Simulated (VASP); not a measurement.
Input of a VASP 6.6.1 run:

INCAR

```
PREC = Accurate
ENCUT = 520
EDIFF = 1E-7
ISMEAR = 0
SIGMA = 0.1
LREAL = False
LASPH = True
NELM = 100
ALGO = Normal
ISIF = 2
LWAVE = False
LCHARG = True
GGA = PE
LELF = True
LVHAR = True
NBANDS = 26
```

KPOINTS

```
Automatic mesh
0
Gamma
  4 4 6
```

Contents of POSCAR:

```
Zn2Si2N
1.0
    4.9002005411     -3.0027541462      0.0000000000
    4.9002005411      3.0027541462      0.0000000000
    0.0000000000      0.0000000000      2.6385418042
Zn Si N
2 2 1
Direct
    0.1649895657      0.1649895657      0.0000000000
    0.8350104343      0.8350104343      0.0000000000
    0.7269356663      0.2730643337      0.5000000000
    0.2730643337      0.7269356663      0.5000000000
    0.5000000000      0.5000000000      0.0000000000
```

Potentials or basis: VASP PAW PBE potentials, release 64 (Zn, Si, N).

The run is started by

```sh
$ cat potpaw_PBE.64/Zn/POTCAR potpaw_PBE.64/Si/POTCAR potpaw_PBE.64/N/POTCAR > POTCAR
$ mpirun -np 1 vasp_std > vasp.out
```

Task: Estimate the pressure.

Result: 0.1 GPa.

Task: What does it give for the largest force?

Result: 0.025 eV/Å.

Stress tensor (GPa, compression positive):
```
 0.09  0.00  0.00
 0.00 -0.03  0.00
 0.00  0.00  0.14
```

Caveat: the k points lie up to 0.40 Å⁻¹ apart.
